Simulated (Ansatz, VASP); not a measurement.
C in VASP and in Ansatz

The input INCAR:

```
  PREC = Accurate
  ENCUT = 520
  EDIFF = 1E-7
  ISMEAR = 0
  SIGMA = 0.05
  LREAL = False
  LASPH = True
  NELM = 60
  ALGO = Normal
  ISIF = 2
  LWAVE = False
  LCHARG = False
  GGA = PE
  NBANDS = 11
```

KPOINTS

```
Automatic mesh
0
Gamma
  12 12 12
```

POSCAR

```
C
1.0
    0.0000000000      2.0018995919      1.4153430115
    2.0018995919      0.0000000000      1.4153430115
    2.0018995919      2.0018995919      0.0000000000
C
2
Direct
    0.5000000000      0.5000000000      0.5000000000
    0.7500000000      0.7500000000      0.7500000000
```

Input for Ansatz:

```yaml
crystal:
  lattice:
    - [0.0, 2.0018995919, 1.4153430115]
    - [2.0018995919, 0.0, 1.4153430115]
    - [2.0018995919, 2.0018995919, 0.0]
  atoms:
    - { symbol: C, position: [0.5, 0.5, 0.5] }
    - { symbol: C, position: [0.75, 0.75, 0.75] }
basis:
  ecutwfc: 420
kpoints:
  mp_grid: { grid: [12, 12, 12] }
hamiltonian:
  xc: pbe
scf:
  occupations: { method: gaussian, width: 0.05 }
output:
  forces: true
  stress: true
  eigenvalues: true
```

Alike in both runs: task single point; functional PBE; k mesh 12 × 12 × 12; occupations gaussian, width 0.05 eV; no spin polarisation.

```csv
,VASP,Ansatz
version,VASP 6.6.1,Ansatz 0.2.0
potentials or method,"VASP PAW PBE potentials, release 64 (C), cutoff 520 eV","scalar-relativistic, plane waves, PAW"
valence electrons in the cell,8,8
```

Ansatz gave:

* gap on the k mesh at the Fermi level (eV): none
* pressure (GPa): 1.9
* traceless stress, the component that is largest in VASP (GPa): 122.60

**Question.** What did VASP give for the same quantities?

**Answer.** gap on the k mesh at the Fermi level (eV): none; pressure (GPa): 2.5; traceless stress, the component that is largest in VASP (GPa): 122.40.

A gap of «none» marks a metal or a gap that the smearing closes.
